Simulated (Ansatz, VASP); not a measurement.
**Two plane-wave programs on CdS5**

```
Cd S
1.0
    -3.16332    3.16332    3.52308
     3.16332   -3.16332    3.52308
     3.16332    3.16332   -3.52308
Cd S
1 5
Direct
  0.00000 0.00000 0.00000
  0.87025 0.40197 0.27222
  0.59803 0.87025 0.46828
  0.12975 0.59803 0.72778
  0.40197 0.12975 0.53172
  0.50000 0.50000 0.00000
```

Alike in both runs: functional PBE; k mesh 4 × 4 × 4; occupations gaussian, width 0.2 eV; no spin polarisation.

Ansatz relaxed the structure, and its values are those at the end. VASP's run is a single point on that final structure, the one shown.

|  | VASP | Ansatz |
| --- | --- | --- |
| version | VASP 6.6.1 | Ansatz 0.2.0 |
| potentials or method | VASP PAW PBE potentials, release 64 (Cd, S), cutoff 520 eV | scalar-relativistic, plane waves, PAW |
| valence electrons in the cell | 42 | 50 |

|  | VASP | Ansatz | Ansatz less VASP |
| --- | --- | --- | --- |
| gap on the k mesh at the Fermi level (eV) | none | none | - |
| pressure (GPa) | 0.0 | 0.1 | +0.11 |
| rms of the force components (eV/Å) | 0.054 | 0.004 | -0.0496 |

A gap of «none» marks a metal or a gap that the smearing closes. VASP's potentials hold 42 valence electrons a cell and Ansatz's 50, so a difference there can come from the potentials and not from the codes.
